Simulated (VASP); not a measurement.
## Co: single point with PBEsol

Crystal: Co.

```
Co
1.0
     2.45798    0.00000    0.00000
    -1.22899    2.12867    0.00000
     0.00000    0.00000    3.96061
Co
2
Direct
  0.33333 0.66667 0.25000
  0.66667 0.33333 0.75000
```

```json
{
  "Program": "VASP 6.6.1",
  "Task": "single point",
  "Functional": "PBEsol",
  "Potentials or basis": "VASP PAW PBE potentials, release 64 (Co_sv)",
  "Cutoff": "600 eV",
  "k mesh": "12 × 12 × 6",
  "Occupations": "gaussian, width 0.1 eV",
  "Spin": "collinear spin, ferromagnetic start",
  "Starting moments": "[1.94, 1.94] μB",
  "Dipole correction": "no",
  "Further INCAR settings": "ALGO = Normal; EDIFF = 1e-06; NBANDS = 28"
}
```

```json
{
 "Pressure": "-4.4 GPa",
 "Net moment": "3.10 μB per cell",
 "Site moments": "Co +1.61 μB",
 "Valence electrons inside the program's atomic spheres": "Co 15.09"
}
```

Stress tensor (GPa, compression positive):
```
-4.37  0.00  0.00
 0.00 -4.37  0.00
 0.00  0.00 -4.52
```

Levels at points of the mesh, in eV from the Fermi level:
Spin up:
```
           k point  band 16  band 17  band 18  band 19  band 20  band 21
(0.00, 0.00, 0.00)    -1.90    -1.90    -0.69    -0.69    -0.17     6.80
(0.50, 0.00, 0.00)    -0.57    -0.43    -0.40     1.42     3.52    10.01
(0.00, 0.00, 0.50)    -2.70    -1.03    -1.03    -1.03    -1.03    15.54
(0.50, 0.00, 0.50)    -1.00    -0.46    -0.46     1.60     1.60     7.65
```
Spin down:
| k point | band 13 | band 14 | band 15 | band 16 | band 17 | band 18 |
| --- | --- | --- | --- | --- | --- | --- |
| (0.00, 0.00, 0.00) | -1.05 | -0.65 | -0.65 | -0.22 | -0.22 | -0.16 |
| (0.50, 0.00, 0.00) | -1.24 | -1.12 | -0.66 | 1.25 | 1.40 | 1.43 |
| (0.00, 0.00, 0.50) | -1.13 | -1.13 | -1.13 | -1.13 | 0.75 | 0.75 |
| (0.50, 0.00, 0.50) | -0.10 | -0.10 | 0.23 | 0.23 | 1.36 | 1.36 |

It took 83 s on 1 thread of Intel(R) Xeon(R) Platinum 8259CL CPU @ 2.50GHz (Skylake/Cascade Lake), on a shared host, peak memory 0.2 GiB.

Caveat: the cell stands under tension; the PAW data sets were made with another functional, which shifts forces and pressure a little.
